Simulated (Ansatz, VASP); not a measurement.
# One calculation of O, two programs

Contents of INCAR:

```
PREC = Accurate ; ENCUT = 520
EDIFF = 1E-7 ; ISMEAR = -1
SIGMA = 0.01 ; LREAL = False
LASPH = True ; NELM = 150
ALGO = Normal ; ISIF = 2
LWAVE = False ; LCHARG = False
ISPIN = 2 ; MAGMOM = 1 1
LORBIT = 11 ; IBRION = 2
NSW = 100 ; EDIFFG = -0.003
```

Contents of KPOINTS:

```
regular mesh
0
Gamma
  1 1 1
```

POSCAR

```
O
1.0
    9.0000000000      0.0000000000      0.0000000000
    0.0000000000      9.2000000000      0.0000000000
    0.0000000000      0.0000000000     10.2000000000
O
2
Direct
    0.5000000000      0.5000000000      0.4401960800
    0.5000000000      0.5000000000      0.5598039200
```

Input for Ansatz:

```yaml
crystal:
  lattice:
    - [9.0, 0.0, 0.0]
    - [0.0, 9.2, 0.0]
    - [0.0, 0.0, 10.2]
  atoms:
    - { symbol: O, position: [0.5, 0.5, 0.44019608], spin: 1.0 }
    - { symbol: O, position: [0.5, 0.5, 0.55980392], spin: 1.0 }
magnetization:
  spin_polarized: true
kpoints:
  mp_grid: { grid: [1, 1, 1] }
scf:
  occupations: { method: fermi_dirac, width: 0.01 }
hamiltonian:
  xc: lda
  pseudopotentials: { kind: paw }
output:
  forces: true
  stress: true
relax:
  f_tol: 0.003
  max_steps: 80
```

Alike in both runs: task relaxation of the atoms; functional LDA; k mesh 1 × 1 × 1; occupations fermi-dirac, width 0.01 eV; collinear spin.

```csv
,VASP,Ansatz
version,VASP 6.6.1,Ansatz 0.2.0
potentials or method,"VASP PAW LDA potentials, release 64 (O)","PAW with Ansatz's default frozen-core files, scalar-relativistic"
plane-wave cutoff (eV),520,420
valence electrons in the cell,12,12
```

```tsv
	VASP	Ansatz	Ansatz less VASP
net moment per atom (μB)	1.00	1.00	0.000
size of the moment on the site where the two differ most (μB)	0.81	0.55	-0.261
```

LDA's correlation is that of Perdew and Zunger in VASP and of Perdew and Wang (1992) in Ansatz. Site moments also hang on the region over which each program counts them. Ansatz's warnings: end state compared, stress scf threshold loose.

Noted on VASP's run: the standard files for N, O and F lose accuracy on very short bonds.
